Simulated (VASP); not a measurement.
Here is a VASP 6.6.1 calculation.

File INCAR:

```
  ALGO = Normal
  DIPOL = 0.5 0.5 0.324
  EDIFF = 1E-6
  ENCUT = 520
  GGA = PE
  IDIPOL = 3
  ISIF = 2
  ISMEAR = 0
  ISPIN = 2
  KPAR = 4
  LASPH = True
  LCHARG = True
  LDIPOL = True
  LORBIT = 11
  LREAL = Auto
  LVACPOTAV = True
  LVHAR = True
  LWAVE = False
  MAGMOM = 0 0 0 0 0 0 0 0 0 0 0 0 0 0 0 0 3
  NBANDS = 52
  NELM = 150
  PREC = Accurate
  SIGMA = 0.05
```

The input KPOINTS:

```
k-points
0
Gamma
  4 4 1
```

The input POSCAR:

```
Si16N
1.0
    7.7021644573      0.0000000000      0.0000000000
    0.0000000000      6.3646810416      0.0000000000
    0.0000000000      0.0000000000     19.7525435307
Si N
16 1
Direct
    0.0000000000      0.9370679285      0.2025055656
    0.5000000000      0.9370679285      0.2025055656
    0.0000000000      0.5629320715      0.2025055656
    0.5000000000      0.5629320715      0.2025055656
    0.2500000000      0.4370679285      0.2587875163
    0.7500000000      0.4370679285      0.2587875163
    0.2500000000      0.0629320715      0.2587875163
    0.7500000000      0.0629320715      0.2587875163
    0.2500000000      0.9333044702      0.3720589481
    0.7500000000      0.9333044702      0.3720589481
    0.2500000000      0.5666955298      0.3720589481
    0.7500000000      0.5666955298      0.3720589481
    0.0000000000      0.4259907582      0.4177964989
    0.5000000000      0.4259907582      0.4177964989
    0.0000000000      0.0740092418      0.4177964989
    0.5000000000      0.0740092418      0.4177964989
    0.0833333333      0.4259907582      0.4994101431
```

Potentials or basis: VASP PAW PBE potentials, release 64 (Si, N).

Run with:

```sh
$ cat potpaw_PBE.64/Si/POTCAR potpaw_PBE.64/N/POTCAR > POTCAR
$ mpirun -np 4 vasp_std > vasp.out
```

Problem. What does it give for the site moments?

Solution. Si -0.04, -0.09, +0.04, +0.07, -0.01, -0.00, +0.01, -0.02, -0.03, +0.03 (each value once); N -0.87 μB.

Problem. Estimate the net moment.

Solution. -1.33 μB per cell.

Problem. Estimate the largest force.

Solution. 1.010 eV/Å.

Forces in eV/Å, atoms in the order of the input:
```
Si   0.003 -0.806  0.609
Si   0.017 -0.575  0.555
Si   0.005  0.795  0.599
Si  -0.053  0.552  0.575
Si   0.093  0.015 -0.635
Si  -0.022  0.009 -0.510
Si  -0.015  0.010 -0.603
Si   0.037  0.035 -0.607
Si  -0.094 -0.013  0.039
Si   0.005 -0.039  0.107
Si   0.233  0.137 -0.404
Si  -0.213  0.187 -0.233
Si   0.132  0.487  0.489
Si  -0.065 -0.116 -0.020
Si   0.170 -0.598 -0.020
Si  -0.004  0.084 -0.009
N   -0.231 -0.165  0.066
```
